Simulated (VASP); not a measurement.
Sb: electric field gradients with r2SCAN

Crystal: Sb.

```
Sb
1.0
    -1.83962    1.83962    1.83962
     1.83962   -1.83962    1.83962
     1.83962    1.83962   -1.83962
Sb
1
Direct
  0.00000 0.00000 0.00000
```

This cell differs from its parent crystal: volume scaled by 0.95.

```yaml
Program: VASP 6.6.1
Task: electric field gradients
Functional: r2SCAN
Potentials_or_basis: VASP PAW PBE potentials, release 64 (Sb)
Cutoff: 520 eV
k_mesh: 12 × 12 × 12
Occupations: fermi-dirac, width 0.08 eV
Spin: no spin polarisation
Dipole_correction: no
Further_INCAR_settings: ALGO = Normal; EDIFF = 1e-08; NBANDS = 8
```

| Property | Result |
| --- | --- |
| Pressure | 6.1 GPa |

Levels at points of the mesh, in eV from the Fermi level:
```csv
k point,band 1,band 2,band 3,band 4,band 5
"(0.00, 0.00, 0.00)",-14.15,6.43,6.43,6.43,11.25
"(0.50, 0.00, 0.00)",-9.33,-6.44,1.86,4.29,7.27
"(0.50, 0.50, 0.50)",-5.22,-2.42,-2.42,-2.42,3.14
```

Run time: 110 s on 1 thread of AMD EPYC 7R43 64-Core Processor (Zen 3) (shared host), peak memory 0.11 GiB.

Caveat: without QUAD_EFG the Cq values of the log hold for a quadrupole moment of 1 mb, not for the nuclei; the PAW data sets were made with another functional, which shifts forces and pressure a little; spin-orbit coupling is left out, which moves the levels of the heavy elements.
